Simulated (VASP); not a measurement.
# Mo (P6/mmm) in VASP: a series of runs

Runs on Mo. Level: PBE. Tasks: single point.

All numbers are computed with VASP 6.6.1; they aren't measurements. Logs are shortened: lines on timing, memory, paths and dates and some standing lists are left out, and cuts for length are marked.

**1. The cell of the first run**

The structure is hexagonal, space group P6/mmm (No. 191). Conventional cell: a = 2.255 Å, b = 2.255 Å, c = 2.098 Å, α = 90.00°, β = 90.00°, γ = 120.00°. Mo (site symmetry 6/mmm) has 8 Mo at 2.10 to 2.25 Å within 2.8 Å.

**2. Single point, PBE (volume scaled by 0.55)**

The input, INCAR:

```
SYSTEM = Mo
PREC = Accurate ; ENCUT = 520
EDIFF = 1E-7 ; ISMEAR = -1
SIGMA = 0.08 ; LREAL = .FALSE.
LASPH = .TRUE. ; NELM = 80
ALGO = Normal ; ISIF = 2
LWAVE = .FALSE. ; LCHARG = .FALSE.
GGA = PE ; NBANDS = 13
```

The input, KPOINTS:

```
regular mesh
0
G
  18 18 16
  0 0 0
```

The input, POSCAR:

```
Mo
1.0
    2.2547793390      0.0000000000      0.0000000000
   -1.1273896695      1.9526961875      0.0000000000
    0.0000000000      0.0000000000      2.0983778907
Mo
1
Direct
    0.0000000000      0.0000000000      0.0000000000
```

Potentials or basis: VASP PAW PBE potentials, release 64 (Mo_sv).

The run is started by

```sh
> cat potpaw_PBE.64/Mo_sv/POTCAR > POTCAR
> mpirun -np 1 vasp_std > vasp.out
```

OUTCAR:

```text
SYSTEM = Mo
   PREC = Accurate
   ENCUT = 520
   EDIFF = 1E-7
   ISMEAR = -1
   LREAL = .FALSE.
   LASPH = .TRUE.
   NELM = 80
   ISIF = 2
   GGA = PE

 ion  position               nearest neighbor table
   1  0.000  0.000  0.000-

  LATTYP: Found a hexagonal cell.
 ALAT       =     2.2547793390
 C/A-ratio  =     0.9306355857

  Lattice vectors:

 A1 = (   2.2547793390,   0.0000000000,   0.0000000000)
 A2 = (  -1.1273896695,   1.9526961875,   0.0000000000)
 A3 = (   0.0000000000,   0.0000000000,   2.0983778907)

Analysis of symmetry for initial positions (statically):
=====================================================================
 Subroutine PRICEL returns:
 Original cell was already a primitive cell.

 Routine SETGRP: Setting up the symmetry group for a
 hexagonal supercell.

 Subroutine GETGRP returns: Found 24 space group operations
 (whereof 24 operations were pure point group operations)
 out of a pool of 24 trial point group operations.

The static configuration has the point symmetry D_6h.

Analysis of symmetry for dynamics (positions and initial velocities):
=====================================================================
 Subroutine PRICEL returns:
 Original cell was already a primitive cell.

 Routine SETGRP: Setting up the symmetry group for a
 hexagonal supercell.

 Subroutine GETGRP returns: Found 24 space group operations
 (whereof 24 operations were pure point group operations)
 out of a pool of 24 trial point group operations.

The dynamic configuration has the point symmetry D_6h.

 Subroutine INISYM returns: Found 24 space group operations
 (whereof 24 operations are pure point group operations),
 and found     1 'primitive' translations

----------------------------------------------------------------------------------------

                                     Primitive cell

  volume of cell :       9.2389

  direct lattice vectors                    reciprocal lattice vectors
     2.254779339  0.000000000  0.000000000     0.443502379  0.256056218  0.000000000
    -1.127389670  1.952696187  0.000000000     0.000000000  0.512112435  0.000000000
     0.000000000  0.000000000  2.098377891     0.000000000  0.000000000  0.476558586

  length of vectors
     2.254779339  2.254779339  2.098377891     0.512112435  0.512112435  0.476558586

  position of ions in fractional coordinates (direct lattice)
     0.000000000  0.000000000  0.000000000

  ion indices of the primitive-cell ions
   primitive index   ion index
                 1           1
[... 74 lines left out ...]
   EDIFFG = 0.1E-05   stopping-criterion for IOM
   NSW    =      0    number of steps for IOM
   IBRION =     -1    ionic relax: 0-MD 1-quasi-New 2-CG
   NFREE  =      0    steps in history (QN), initial steepest desc. (CG)
   ISIF   =      2    stress and relaxation
   ISYM   =      2    0-nonsym 1-usesym 2-fastsym
   POTIM  = 0.5000    time-step for ionic-motion
   TEBEG  =    0.0;   TEEND  =   0.0 temperature during run
   PSTRESS=    0.0 pullay stress
   NELECT =      14.0000    total number of electrons
   NUPDOWN=      -1.0000    fix difference up-down
   EMIN   =  10.00;   EMAX   =-10.00  energy-range for DOS
   EFERMI =   0.00;   METHOD = LEGACY
   ISMEAR =    -1;   SIGMA  =   0.08  broadening in eV -4-tet -1-fermi 0-gaus
   EFERMI_NEDOS =   21; number of points for ismear=-14 and -15
   IALGO  =     38    algorithm
   IMIX   =      4    mixing-type and parameters
     AMIX     =   0.40;   BMIX     =  1.00
     AMIX_MAG =   1.60;   BMIX_MAG =  1.00
  volume/ion in A,a.u.               =       9.24        62.35
  Fermi-wavevector in a.u.,A,eV,Ry     =   1.880370  3.553384 48.107374  3.535792
  Thomas-Fermi vector in A             =   2.923988
   LORBIT       =      0    0 simple, 1 ext, 2 COOP (PROOUT), +10 PAW based schemes
   GGA     = PE    functional components
   LHFCALC =     F    Hartree Fock is set to
   AEXX    =    0.0000 exact exchange contribution
   IVDW    =     0    specifies the selected vdW correction
   LEPSILON=     F    determine dielectric tensor
   LRPA    =     F    only Hartree local field effects (RPA)
 non-spin polarized calculation
  energy-cutoff  :      520.00
  volume of cell :        9.24
 maximum number of plane-waves:       260
 NGX is ok and might be reduce to    18
   NGX =  9   NGY =  9   NGZ =  7

 number of electron      13.9999999 magnetization

 Free energy of the ion-electron system (eV)
  ---------------------------------------------------
  ext. energy  EPLUGINS =         0.00000000
  ---------------------------------------------------
  free energy    TOTEN  =        -4.03531326 eV

  energy without entropy =       -4.02543150  energy(sigma->0) =       -4.03037238

 E-fermi :  22.7421     XC(G=0): -16.5276

 val. band max:       22.7360462255   @ k =   0.2222   0.1667   0.3125
 cond. band min:      22.7471284528   @ k =   0.2778   0.0000   0.3750
 fundamental gap:      0.0110822273
 Fermi energy:        22.7420673769

 k-point     1 :       0.0000    0.0000    0.0000
  band No.  band energies     occupation
      1     -40.3283      2.00000
      2     -10.1930      2.00000
      3     -10.1930      2.00000
      4      -9.8829      2.00000
      5      13.9458      2.00000
      6      15.6900      2.00000
      7      20.0520      2.00000
      8      20.0520      2.00000
      9      31.6139      0.00000
     10      31.6139      0.00000
     11      35.0280      0.00000
     12      44.9598      0.00000
     13      50.9434      0.00000
[... 354 lines left out ...]
  band No.  band energies     occupation
      1     -38.6121      2.00000
      2     -16.4415      2.00000
      3     -12.3069      2.00000
      4      -8.9748      2.00000
      5      14.3167      2.00000
      6      18.0486      2.00000
      7      24.2925      0.00000
      8      25.4086      0.00000
      9      29.1447      0.00000
     10      31.8804      0.00000
     11      40.4863      0.00000
     12      41.5092      0.00000
     13      45.0577      0.00000

 [... further k-points ...]
[... 5 lines left out ...]
  --------------------------------------------------------------------------------------
  -------------------------------------------------------------------------------------
  Total       24.3441523     24.3441523     24.5402484      0.0000000      0.0000000      0.0000000
  in kB     4221.6557066   4221.6557066   4255.6618264      0.0000000      0.0000000      0.0000000
  external PRESSURE =    4232.9910799 kB  Pullay stress =       0.0000000 kB

 VOLUME and BASIS-vectors are now :
 -----------------------------------------------------------------------------
  energy-cutoff  :      520.00
  volume of cell :        9.24
      direct lattice vectors                 reciprocal lattice vectors
     2.254779339  0.000000000  0.000000000     0.443502379  0.256056218  0.000000000
    -1.127389670  1.952696187  0.000000000     0.000000000  0.512112435  0.000000000
     0.000000000  0.000000000  2.098377891     0.000000000  0.000000000  0.476558586

 POSITION                                       TOTAL-FORCE (eV/Angst)
 -----------------------------------------------------------------------------------
      0.00000      0.00000      0.00000         0.000000      0.000000      0.000000
 -----------------------------------------------------------------------------------
    total drift:                               -0.000000      0.000000      0.000000

  FREE ENERGIE OF THE ION-ELECTRON SYSTEM (eV)
  ---------------------------------------------------
  free  energy   TOTEN  =        -4.0353132580 eV

  energy  without entropy=       -4.0254315042  energy(sigma->0) =       -4.03037238
```

Wall time 38 s (1 thread of AMD EPYC 7R43 (Zen 3), shared host); peak memory 0.11 GiB.

Results:

```
Free energy            : -4.0353 eV
Pressure               : 423.3 GPa
Band gap on the k mesh : zero (band 7 reaches 24.64 eV, above the bottom of band 8 at 20.05 eV)
```

Stress tensor (GPa, compression positive):
```
422.17   0.00   0.00
  0.00 422.17   0.00
  0.00   0.00 425.57
```

Levels at points of the mesh, in eV from the Fermi level:
| k point | band 3 | band 4 | band 5 | band 6 | band 7 | band 8 | band 9 | band 10 | band 11 | band 12 |
| --- | --- | --- | --- | --- | --- | --- | --- | --- | --- | --- |
| (0.00, 0.00, 0.00) | -32.94 | -32.62 | -8.80 | -7.05 | -2.69 | -2.69 | 8.87 | 8.87 | 12.29 | 22.22 |
| (0.50, 0.00, 0.00) | -34.48 | -31.72 | -9.77 | -4.65 | 1.18 | 4.37 | 7.15 | 9.16 | 19.43 | 19.82 |
| (0.00, 0.00, 0.50) | -32.10 | -32.10 | -3.81 | -0.77 | -0.77 | 1.01 | 1.01 | 1.71 | 16.79 | 21.31 |
| (0.50, 0.00, 0.50) | -38.17 | -33.54 | -11.69 | -6.81 | -1.91 | 7.43 | 10.13 | 13.19 | 15.99 | 26.55 |

(Part 1 of 2 ends here.)
